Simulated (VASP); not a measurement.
Here is a VASP 6.6.1 calculation.

Contents of INCAR:

```
SYSTEM = Hf2N
ALGO = Fast
EDIFF = 1E-7
ENCUT = 520
GGA = PS
ISIF = 2
ISMEAR = 0
LASPH = .True.
LCHARG = .False.
LREAL = .False.
LWAVE = .False.
NBANDS = 34
NELM = 80
PREC = Accurate
SIGMA = 0.15
```

KPOINTS

```
k-points
0
Gamma
  10 10 16
  0 0 0
```

POSCAR

```
Hf2N
1.0
    5.3680895700      0.0000000000      0.0000000000
    0.0000000000      5.3680895700      0.0000000000
    0.0000000000      0.0000000000      3.1407994627
Hf N
4 2
Direct
    0.2954633019      0.2954633019      0.0000000000
    0.7045366981      0.7045366981      0.0000000000
    0.7954633019      0.2045366981      0.5000000000
    0.2045366981      0.7954633019      0.5000000000
    0.0000000000      0.0000000000      0.0000000000
    0.5000000000      0.5000000000      0.5000000000
```

Potentials or basis: VASP PAW PBE potentials, release 64 (Hf_pv, N).

Command:

```sh
$ cat potpaw_PBE.64/Hf_pv/POTCAR potpaw_PBE.64/N/POTCAR > POTCAR
$ mpirun -np 1 vasp_std > vasp.out
```

Problem. What does it give for the band gap on the k mesh?

Solution. Zero (bands 25 and 26 overlap by 2.63 eV).

Problem. Predict the pressure.

Solution. -0.5 GPa.

Problem. Predict the largest force.

Solution. 0.061 eV/Å.

Stress tensor (GPa, compression positive):
```
-4.61  0.00  0.00
 0.00 -4.61  0.00
 0.00  0.00  7.79
```

Caveat: the stress differs along the axes, from -5 to 8 GPa; the PAW data sets were made with another functional, which shifts forces and pressure a little; spin-orbit coupling is left out, which moves the levels of the heavy elements.
